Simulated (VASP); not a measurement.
Set up this calculation in VASP 6.6.1, as the native input.

* Task: single point
* Functional: LDA
* Potentials or basis: VASP PAW LDA potentials, release 64 (In_d, O)
* Cutoff: 600 eV
* k mesh: 6 × 6 × 6
* Occupations: gaussian, width 0.02 eV
* Spin: no spin polarisation
* Dipole correction: no
* Further INCAR settings: ALGO = Normal; EDIFF = 1e-06; NBANDS = 55

The structure of In2O3 lies in POSCAR:

```
In2O3
1.0
    2.7305051782      1.5764578996      4.7898004581
   -2.7305051782      1.5764578996      4.7898004581
    0.0000000000     -3.1529157993      4.7898004581
In O
4 6
Direct
    0.6423186511      0.6423186511      0.6423186511
    0.8576813489      0.8576813489      0.8576813489
    0.3576813489      0.3576813489      0.3576813489
    0.1423186511      0.1423186511      0.1423186511
    0.0455359261      0.7500000000      0.4544640739
    0.7500000000      0.4544640739      0.0455359261
    0.4544640739      0.0455359261      0.7500000000
    0.9544640739      0.2500000000      0.5455359261
    0.5455359261      0.9544640739      0.2500000000
    0.2500000000      0.5455359261      0.9544640739
```

The input as run:

INCAR

```
PREC = Accurate
ENCUT = 600
EDIFF = 1E-6
ISMEAR = 0
SIGMA = 0.02
LREAL = F
LASPH = T
NELM = 120
ALGO = Normal
ISIF = 2
LWAVE = F
LCHARG = F
GGA = CA
NBANDS = 55
GGA_COMPAT = F
```

KPOINTS

```
Automatic mesh
0
Gamma
  6 6 6
```

Potentials or basis: VASP PAW LDA potentials, release 64 (In_d, O).

Command:

```sh
$ cat potpaw_LDA.64/In_d/POTCAR potpaw_LDA.64/O/POTCAR > POTCAR
$ mpirun -np 1 vasp_std > vasp.out
```

It gave:

- Pressure: 0.7 GPa
- Largest force: 0.005 eV/Å
- Band gap on the k mesh: 1.32 eV (least direct gap 1.35 eV)

Caveat: spin-orbit coupling is left out, which moves the levels of the heavy elements.

Run time: 4.5 min on 1 thread of Oxide Virtual Turin-like Processor, on a shared host, peak memory 0.33 GiB.
